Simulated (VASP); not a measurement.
# Mg2SO: single point with r2SCAN

The system is Mg2SO.

```xyz
4
Lattice="3.5976 0.0000 0.0000 0.0000 3.5976 0.0000 0.0000 0.0000 4.6343" Properties=species:S:1:pos:R:3 pbc="T T T"
O     0.0000    0.0000    0.0000
Mg    0.0000    0.0000    2.3172
Mg    1.7988    1.7988    0.0000
S     1.7988    1.7988    2.3172
```

This cell differs from its parent crystal: epitaxial xy strain +5.5%.

```
Program             : VASP 6.6.1
Task                : single point
Functional          : r2SCAN
Potentials or basis : VASP PAW PBE potentials, release 64 (O, Mg, S)
Cutoff              : 520 eV
k mesh              : 8 × 8 × 6
Occupations         : gaussian, width 0.01 eV
Spin                : no spin polarisation
```

The pressure is -6.2 GPa and the band gap on the k mesh is 3.57 eV, direct.

Stress tensor (GPa, compression positive):
```
-9.00  0.00  0.00
 0.00 -9.00  0.00
 0.00  0.00 -0.62
```

Levels at points of the mesh, in eV from the valence-band top:
| k point | band 5 | band 6 | band 7 | band 8 | band 9 | band 10 | band 11 | band 12 |
| --- | --- | --- | --- | --- | --- | --- | --- | --- |
| (0.00, 0.00, 0.00) | -1.82 | -0.34 | 0.00 | 0.00 | 3.57 | 4.85 | 5.46 | 9.98 |
| (0.50, 0.00, 0.00) | -2.02 | -1.58 | -1.05 | -0.53 | 6.50 | 7.24 | 7.50 | 7.78 |
| (0.50, 0.50, 0.00) | -2.29 | -1.22 | -0.87 | -0.87 | 3.93 | 6.18 | 6.35 | 6.35 |
| (0.00, 0.00, 0.50) | -1.34 | -1.34 | -0.66 | -0.66 | 5.94 | 6.06 | 6.66 | 9.53 |
| (0.50, 0.00, 0.50) | -1.02 | -0.55 | -0.49 | -0.46 | 4.30 | 6.33 | 8.29 | 9.48 |
| (0.50, 0.50, 0.50) | -3.00 | -1.96 | -1.96 | -1.77 | 5.60 | 7.19 | 7.19 | 10.09 |

Run time: 5.8 min on 1 thread of Intel Xeon 8259CL (shared host), peak memory 0.22 GiB.

Caveat: the cell differs from its parent crystal (epitaxial xy strain +5.5%); the PAW data sets were made with another functional, which shifts forces and pressure a little. A k mesh can miss the band edges.
